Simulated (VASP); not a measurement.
KZnF3:

```
CELL_PARAMETERS angstrom
4.05000 0.00000 0.00000
0.00000 4.05000 0.00000
0.00000 0.00000 4.05000
ATOMIC_POSITIONS crystal
K 0.00000 0.00000 0.00000
Zn 0.50000 0.50000 0.50000
F 0.50000 0.50000 0.00000
F 0.00000 0.50000 0.50000
F 0.50000 0.00000 0.50000
```

Base run:

| Quantity | Value |
| --- | --- |
| Program | VASP 6.6.1 |
| Functional | PBE |
| Potentials or basis | VASP PAW PBE potentials, release 64 (K_sv, Zn, F) |
| Cutoff | 520 eV |
| k mesh | 6 × 6 × 6 |
| Occupations | fermi-dirac, width 0.02 eV |
| Spin | no spin polarisation |

Its results: band gap on the k mesh 3.79 eV (least direct gap 5.65 eV); pressure 4.9 GPa.

Q: The run is repeated on the same cell with these changes: functional from PBE to r2SCAN. What comes out?

A: Band gap on the k mesh 4.58 eV (least direct gap 6.56 eV); pressure 0.0 GPa.

Caveats: the cell stands under pressure (at least some runs); the PAW data sets were made with another functional, which shifts forces and pressure a little (at least some runs).

A k mesh can miss the band edges.
